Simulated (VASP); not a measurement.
# GaN (Fm-3m) in VASP: G0W0 quasiparticle levels with PBE

Aim: the G0W0 quasiparticle levels of GaN with PBE.

All numbers are computed with VASP 6.6.1; they aren't measurements. Logs are shortened: lines on timing, memory, paths and dates and some standing lists are left out, and cuts for length are marked.

## Step 1: The cell of the first run

The structure is cubic, space group Fm-3m (No. 225). The conventional cell has a = 4.217 Å, b = 4.217 Å, c = 4.217 Å, α = 90.00°, β = 90.00°, γ = 90.00°. Within 2.8 Å of Ga (site symmetry m-3m) lie 6 N at 2.11 Å. N (site symmetry m-3m) has 6 Ga at 2.11 Å within 2.8 Å.

## Step 2: G0W0 quasiparticle levels, PBE

POSCAR

```
GaN
1.0
    0.0000000000      2.1085153661      2.1085153661
    2.1085153661      0.0000000000      2.1085153661
    2.1085153661      2.1085153661      0.0000000000
Ga N
1 1
Direct
    0.5000000000      0.5000000000      0.5000000000
    0.0000000000      0.0000000000      0.0000000000
```

INCAR.step1

```
ALGO = Normal
EDIFF = 1E-8
ENCUT = 500
GGA = PE
ISMEAR = 0
LASPH = True
LCHARG = False
LREAL = False
LWAVE = True
NELM = 60
PREC = Accurate
SIGMA = 0.01
```

INCAR.step2

```
ALGO = Exact
EDIFF = 1E-8
ENCUT = 500
GGA = PE
ISMEAR = 0
ISTART = 1
LASPH = True
LCHARG = False
LOPTICS = True
LREAL = False
LWAVE = True
NBANDS = 64
NELM = 1
PREC = Accurate
SIGMA = 0.01
```

INCAR.step3

```
ALGO = EVGW0
EDIFF = 1E-8
ENCUT = 500
ENCUTGW = 120.0
GGA = PE
ISMEAR = 0
ISTART = 1
LASPH = True
LCHARG = False
LREAL = False
LWAVE = False
NBANDS = 64
NBANDSGW = 17
NELMGW = 1
NOMEGA = 96
OMEGAMAX = 30
PREC = Accurate
PRECFOCK = Fast
SIGMA = 0.01
```

KPOINTS

```
k-points
0
Gamma
  6 6 6
```

Potentials or basis: VASP PAW PBE potentials, release 64 (Ga_d_GW, N_GW).

The run is started by

```
$ cat potpaw_PBE.64/Ga_d_GW/POTCAR potpaw_PBE.64/N_GW/POTCAR > POTCAR
$ cp INCAR.step1 INCAR
$ mpirun -np 1 vasp_std > vasp.out
$ cp INCAR.step2 INCAR
$ mpirun -np 1 vasp_std > vasp.out
$ cp INCAR.step3 INCAR
$ mpirun -np 1 vasp_std > vasp.out
```

OUTCAR:

```text
EDIFF = 1E-8
   ENCUT = 500
   ENCUTGW = 120.0
   GGA = PE
   ISMEAR = 0
   ISTART = 1
   LASPH = True
   LREAL = False
   NELMGW = 1
   PREC = Accurate
   PRECFOCK = Fast

 ion  position               nearest neighbor table
   1  0.500  0.500  0.500-   2 2.11   2 2.11   2 2.11   2 2.11   2 2.11   2 2.11
   2  0.000  0.000  0.000-   1 2.11   1 2.11   1 2.11   1 2.11   1 2.11   1 2.11

  LATTYP: Found a face centered cubic cell.
 ALAT       =     4.2170307322

  Lattice vectors:

 A1 = (   0.0000000000,   2.1085153661,   2.1085153661)
 A2 = (   2.1085153661,   0.0000000000,   2.1085153661)
 A3 = (   2.1085153661,   2.1085153661,   0.0000000000)

Analysis of symmetry for initial positions (statically):
=====================================================================
 Subroutine PRICEL returns:
 Original cell was already a primitive cell.

 Routine SETGRP: Setting up the symmetry group for a
 face centered cubic supercell.

 Subroutine GETGRP returns: Found 48 space group operations
 (whereof 48 operations were pure point group operations)
 out of a pool of 48 trial point group operations.

The static configuration has the point symmetry O_h .

Analysis of symmetry for dynamics (positions and initial velocities):
=====================================================================
 Subroutine PRICEL returns:
 Original cell was already a primitive cell.

 Routine SETGRP: Setting up the symmetry group for a
 face centered cubic supercell.

 Subroutine GETGRP returns: Found 48 space group operations
 (whereof 48 operations were pure point group operations)
 out of a pool of 48 trial point group operations.

The dynamic configuration has the point symmetry O_h .

 Subroutine INISYM returns: Found 48 space group operations
 (whereof 48 operations are pure point group operations),
 and found     1 'primitive' translations

----------------------------------------------------------------------------------------

                                     Primitive cell

  volume of cell :      18.7482

  direct lattice vectors                    reciprocal lattice vectors
     0.000000000  2.108515366  2.108515366    -0.237133676  0.237133676  0.237133676
     2.108515366  0.000000000  2.108515366     0.237133676 -0.237133676  0.237133676
     2.108515366  2.108515366  0.000000000     0.237133676  0.237133676 -0.237133676

  length of vectors
     2.981891027  2.981891027  2.981891027     0.410727575  0.410727575  0.410727575

  position of ions in fractional coordinates (direct lattice)
     0.500000000  0.500000000  0.500000000
     0.000000000  0.000000000  0.000000000

  ion indices of the primitive-cell ions
   primitive index   ion index
                 1           1
                 2           2

----------------------------------------------------------------------------------------

 KPOINTS: k-points

Automatic generation of k-mesh.
 Grid dimensions read from file:
 generate k-points for:    6    6    6

 Generating k-lattice:

  Cartesian coordinates                     Fractional coordinates (reciprocal lattice)
    -0.039522279  0.039522279  0.039522279     0.166666667  0.000000000  0.000000000
     0.039522279 -0.039522279  0.039522279     0.000000000  0.166666667  0.000000000
     0.039522279  0.039522279 -0.039522279     0.000000000  0.000000000  0.166666667

  Length of vectors
     0.068454596  0.068454596  0.068454596

  Shift w.r.t. Gamma in fractional coordinates (k-lattice)
     0.000000000  0.000000000  0.000000000

 Subroutine IBZKPT returns following result:
 ===========================================

 Found     16 irreducible k-points:

 Following reciprocal coordinates:
            Coordinates               Weight
  0.000000  0.000000  0.000000      1.000000
  0.166667  0.000000  0.000000      8.000000
  0.333333  0.000000  0.000000      8.000000
  0.500000  0.000000  0.000000      4.000000
  0.166667  0.166667  0.000000      6.000000
  0.333333  0.166667  0.000000     24.000000
[... 8 lines left out ...]
 -0.333333  0.333333  0.166667     24.000000
 -0.333333  0.500000  0.166667     12.000000
   k-points           NKPTS =     16   k-points in BZ     NKDIM =    216   number of bands    NBANDS=     64
   number of dos      NEDOS =    301   number of ions     NIONS =      2
   total plane-waves  NPLWV =  13824
   dimension x,y,z NGX =    24 NGY =   24 NGZ =   24
   dimension x,y,z NGXF=    48 NGYF=   48 NGZF=   48
   ions per type =               1   1
   NGX,Y,Z   is equivalent  to a cutoff of  13.38, 13.38, 13.38 a.u.
   NGXF,Y,Z  is equivalent  to a cutoff of  26.76, 26.76, 26.76 a.u.
 SYSTEM =  unknown system
   PREC   = accura    normal or accurate (medium, high low for compatibility)
   ISTART =      1    job   : 0-new  1-cont  2-samecut
   ICHARG =      0    charge: 1-file 2-atom 10-const
   ISPIN  =      1    spin polarized calculation?
   LNONCOLLINEAR =      F non collinear calculations
   LSORBIT =      F    spin-orbit coupling
   LASPH  =      T    aspherical Exc in radial PAW
   ENCUT  =  500.0 eV  36.75 Ry    6.06 a.u.   5.44  5.44  5.44*2*pi/ulx,y,z
   NELM   =     60;   NELMIN=  2; NELMDL=  0     # of ELM steps
   EDIFF  = 0.1E-07   stopping-criterion for ELM
   LREAL  =      F    real-space projection
   EDIFFG = 0.1E-06   stopping-criterion for IOM
   NSW    =      0    number of steps for IOM
   IBRION =     -1    ionic relax: 0-MD 1-quasi-New 2-CG
   NFREE  =      0    steps in history (QN), initial steepest desc. (CG)
   ISIF   =      0    stress and relaxation
   ISYM   =      3    0-nonsym 1-usesym 2-fastsym
   POTIM  = 0.5000    time-step for ionic-motion
   TEBEG  =    0.0;   TEEND  =   0.0 temperature during run
   PSTRESS=    0.0 pullay stress
   NELECT =      18.0000    total number of electrons
   NUPDOWN=      -1.0000    fix difference up-down
   EMIN   =  10.00;   EMAX   =-10.00  energy-range for DOS
   EFERMI =   0.00;   METHOD = LEGACY
   ISMEAR =     0;   SIGMA  =   0.01  broadening in eV -4-tet -1-fermi 0-gaus
   EFERMI_NEDOS =   21; number of points for ismear=-14 and -15
   IALGO  =     38    algorithm
   IMIX   =      4    mixing-type and parameters
     AMIX     =   0.40;   BMIX     =  1.00
     AMIX_MAG =   1.60;   BMIX_MAG =  1.00
  volume/ion in A,a.u.               =       9.37        63.26
  Fermi-wavevector in a.u.,A,eV,Ry     =   1.615024  3.051952 35.488097  2.608302
  Thomas-Fermi vector in A             =   2.709838
   LORBIT       =      0    0 simple, 1 ext, 2 COOP (PROOUT), +10 PAW based schemes
   GGA     = PE    functional components
   LHFCALC =     T    Hartree Fock is set to
   PRECFOCK=fast      Normal, Fast or Accurate (Low or Medium for compatibility)
   ENCUT4O =  -1.0   cutoff for four orbital integrals eV
   NKREDX  =     1    reduce k-point grid by
   NKREDY  =     1    reduce k-point grid by
   NKREDZ  =     1    reduce k-point grid by
   AEXX    =    1.0000 exact exchange contribution
   HFSCREEN=    0.0000 screening length (either q_TF or 0.3 A-1)
   HFSCREENC=   0.0000 screening length for correlation (either q_TF or 0.3 A-1)
   ENCUTFOCK=  -1.0 apply spherical cutoff to Coloumb kernel
   IVDW    =     0    specifies the selected vdW correction
   LEPSILON=     F    determine dielectric tensor
   LRPA    =     F    only Hartree local field effects (RPA)
   LRPAFORCE           =     F    calculate RPA forces
   ENCUTGW             = 120.0    cutoff for response function in eV
   ENCUTGWSOFT         =  96.0    soft cutoff for Coulomb kernel in GW response function in eV
   ENCUTLF             =  -1.0    cutoff for local field effects
   NELMGW              =     1    number of iterations in solving QP/BSE equation
   NELMHF              =     1    number of iterations in the inner HF iteration
   NKREDLFX            =     1    NKREDLFY  =   1   NKREDLFZ  =   1
 non-spin polarized calculation
 Gauss-broadening in eV      SIGMA  =   0.01
  energy-cutoff  :      500.00
  volume of cell :       18.75
 maximum number of plane-waves:       531
 NGX is ok and might be reduce to    24
  NGX = 14; NGY = 14; NGZ = 14
   NGX = 11   NGY = 11   NGZ = 11
 maximum number of plane-waves:        64
 NGX is ok and might be reduce to    14

 QP shifts <psi_nk| G(iteration)W_0 |psi_nk>: iteration 1
 for sc-GW calculations column KS-energies equals QP-energies in previous step
 and V_xc(KS)=  KS-energies - (<T + V_ion + V_H > + <T+V_H+V_ion>^1  + <V_x>^1)

 k-point   1 :       0.0000    0.0000    0.0000
  band No.  KS-energies  QP-energies   sigma(KS)   V_xc(KS)     V^pw_x(r,r')   Z            occupation Imag(sigma)

      1      -9.5991     -10.3846     -15.6933     -14.5440     -24.4163       0.6835       2.0000       1.3465
      2      -6.3010      -9.3283     -25.7800     -21.6472     -34.9896       0.7325       2.0000       0.1654
      3      -6.3010      -9.3283     -25.7800     -21.6472     -34.9896       0.7325       2.0000       0.1654
      4      -6.3010      -9.3283     -25.7800     -21.6472     -34.9896       0.7325       2.0000       0.1654
      5      -6.2045      -9.3031     -26.0721     -21.8492     -35.4640       0.7338       2.0000       0.2075
      6      -6.2045      -9.3031     -26.0721     -21.8492     -35.4640       0.7338       2.0000       0.2075
[... 9 lines left out ...]
     16      23.6770      24.4310     -11.7603     -12.7475      -4.5181       0.7637       0.0000      -0.5558
     17      23.8723      24.0725      -9.0264      -9.2806      -2.5749       0.7878       0.0000      -0.3107

 k-point   2 :       0.1667    0.0000    0.0000
  band No.  KS-energies  QP-energies   sigma(KS)   V_xc(KS)     V^pw_x(r,r')   Z            occupation Imag(sigma)

      1      -9.0633      -9.8323     -15.8326     -14.7058     -24.4490       0.6825       2.0000       1.2829
      2      -6.3202      -9.3346     -25.6999     -21.5850     -34.8998       0.7325       2.0000       0.1711
      3      -6.2980      -9.3382     -25.8250     -21.6752     -35.1041       0.7326       2.0000       0.1870
      4      -6.2980      -9.3382     -25.8250     -21.6752     -35.1041       0.7326       2.0000       0.1870
      5      -6.2136      -9.2863     -25.9884     -21.8008     -35.3178       0.7338       2.0000       0.1934
      6      -6.2136      -9.2863     -25.9884     -21.8008     -35.3178       0.7338       2.0000       0.1934
[... 9 lines left out ...]
     16      24.2832      24.8330     -11.6819     -12.3750      -5.6396       0.7933       0.0000      -0.3708
     17      29.4140      29.8403     -10.4176     -10.9503      -3.5842       0.8004       0.0000      -0.7161

 k-point   3 :       0.3333    0.0000    0.0000
  band No.  KS-energies  QP-energies   sigma(KS)   V_xc(KS)     V^pw_x(r,r')   Z            occupation Imag(sigma)
[... 253 lines left out ...]
      1      -7.5730      -9.5806     -22.0060     -19.1482     -31.2048       0.7025       2.0000       0.5899
      2      -6.3695      -9.3555     -25.5270     -21.4476     -34.7658       0.7320       2.0000       0.2075
      3      -6.2792      -9.3066     -25.7781     -21.6456     -35.1000       0.7326       2.0000       0.2124
      4      -6.2714      -9.2737     -25.6571     -21.5609     -34.8438       0.7330       2.0000       0.1786
      5      -6.0506      -9.1210     -26.1148     -21.9396     -35.3718       0.7354       2.0000       0.1657
      6      -4.1452      -5.8477     -21.7395     -19.4267     -30.1198       0.7361       2.0000       0.5716
[... 9 lines left out ...]
     16      33.6579      34.3858     -10.9360     -11.8329      -3.7150       0.8116       0.0000      -1.1339
     17      35.3067      36.2907     -11.6784     -12.8640      -4.6307       0.8300       0.0000      -1.2134

 k-point  16 :      -0.3333    0.5000    0.1667
  band No.  KS-energies  QP-energies   sigma(KS)   V_xc(KS)     V^pw_x(r,r')   Z            occupation Imag(sigma)

      1      -7.8105      -9.8132     -22.0021     -19.1321     -31.2659       0.6978       2.0000       0.5875
      2      -6.3983      -9.3892     -25.5200     -21.4323     -34.6899       0.7317       2.0000       0.1759
      3      -6.2217      -9.2834     -25.9604     -21.7824     -35.3657       0.7328       2.0000       0.2251
      4      -6.1689      -9.1954     -25.8452     -21.7169     -35.0583       0.7331       2.0000       0.1741
      5      -6.0147      -9.0888     -26.1602     -21.9818     -35.4201       0.7357       2.0000       0.1641
      6      -3.4235      -5.1033     -22.2122     -19.9359     -30.5424       0.7380       2.0000       0.5296
[... 9 lines left out ...]
     16      35.0623      36.1914     -13.1198     -14.4644      -5.9437       0.8398       0.0000      -1.4725
     17      36.9951      38.1335     -13.0813     -14.4664      -5.0693       0.8219       0.0000      -1.8175
```

Run time: 2.9 min. Hardware: 1 thread of Intel Xeon 6975P-C (Granite Rapids), shared host; peak memory 0.33 GiB.

Results:

| Quantity | Value |
| --- | --- |
| Quasiparticle gap | 1.49 eV |
| Least direct quasiparticle gap | 3.84 eV |
| Band gap of the starting levels on the mesh | 0.62 eV |
| Least direct gap of the starting levels on the mesh | 2.83 eV |

Caveat: the k points lie up to 0.43 Å⁻¹ apart; bands, screening cutoff and mesh are small and nothing is extrapolated, so the quasiparticle values aren't converged.
